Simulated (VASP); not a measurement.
A run of VASP 6.6.1 is set up as follows.

File INCAR:

```
SYSTEM = TiTe2
PREC = Accurate
ENCUT = 600
EDIFF = 1E-6
ISMEAR = 0
SIGMA = 0.03
LREAL = .FALSE.
LASPH = .TRUE.
NELM = 60
ALGO = Normal
ISIF = 3
LWAVE = .FALSE.
LCHARG = .FALSE.
GGA = PS
IBRION = 2
NSW = 80
EDIFFG = -0.002
PSTRESS = 60.0
```

KPOINTS

```
Automatic mesh
0
G
  12 12 8
  0 0 0
```

The input POSCAR:

```
TiTe2
1.0
    3.6142595309      0.0000000000      0.0000000000
   -1.8071297655      3.1300405696      0.0000000000
    0.0000000000      0.0000000000      6.2173018757
Ti Te
1 2
Direct
    0.0000000000      0.0000000000      0.0000000000
    0.3333333333      0.6666666667      0.2781225529
    0.6666666667      0.3333333333      0.7218774471
```

Potentials or basis: VASP PAW PBE potentials, release 64 (Ti_sv, Te).

Launch:

```sh
$ cat potpaw_PBE.64/Ti_sv/POTCAR potpaw_PBE.64/Te/POTCAR > POTCAR
$ mpirun -np 1 vasp_std > vasp.out
```

(1) Predict the band gap on the k mesh.

(2) Predict the relaxed volume.

(3) Predict the relaxed cell.

(4) Predict the space group after relaxing (to 0.1 Å).

Results:

(1) zero (bands 12 and 13 overlap by 0.90 eV).

(2) 22.77 Å³/atom.

(3) a = 3.580 Å, b = 3.580 Å, c = 6.154 Å, α = 90.00°, β = 90.00°, γ = 120.00°.

(4) P-3m1 (No. 164).

Caveat: the cell is relaxed towards a set pressure, so the run minimises the enthalpy, not the energy; the PAW data sets were made with another functional, which shifts forces and pressure a little; spin-orbit coupling is left out, which moves the levels of the heavy elements.
